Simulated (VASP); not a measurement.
A run of VASP 6.6.1 is set up as follows.

Contents of INCAR:

```
PREC     = Accurate       # precision mode
ENCUT    = 520            # plane-wave cutoff, eV
EDIFF    = 1E-7           # SCF threshold, eV
ISMEAR   = 0              # smearing method
SIGMA    = 0.01           # smearing width, eV
LREAL    = False          # projectors in reciprocal space
LASPH    = True           # aspherical terms in the spheres
NELM     = 80             # most SCF steps
ALGO     = Normal         # electronic algorithm
ISIF     = 2              # what is computed and relaxed
LWAVE    = False          # write WAVECAR
LCHARG   = False          # write CHGCAR
GGA      = PS             # functional
NBANDS   = 17             # bands
```

KPOINTS

```
Automatic mesh
0
Gamma
  5 5 5
```

Contents of POSCAR:

```
SnSe
1.0
    0.0000000000      3.0882165597      3.0882165597
    3.0882165597      0.0000000000      3.0882165597
    3.0882165597      3.0882165597      0.0000000000
Sn Se
1 1
Direct
    0.0000000000      0.0000000000      0.0000000000
    0.5000000000      0.5000000000      0.5000000000
```

Potentials or basis: VASP PAW PBE potentials, release 64 (Sn_d, Se).

Command:

```console
$ cat potpaw_PBE.64/Sn_d/POTCAR potpaw_PBE.64/Se/POTCAR > POTCAR
$ mpirun -np 1 vasp_std > vasp.out
```

Q: What does it give for the pressure?

A: -5.2 GPa.

Caveat: the PAW data sets were made with another functional, which shifts forces and pressure a little.
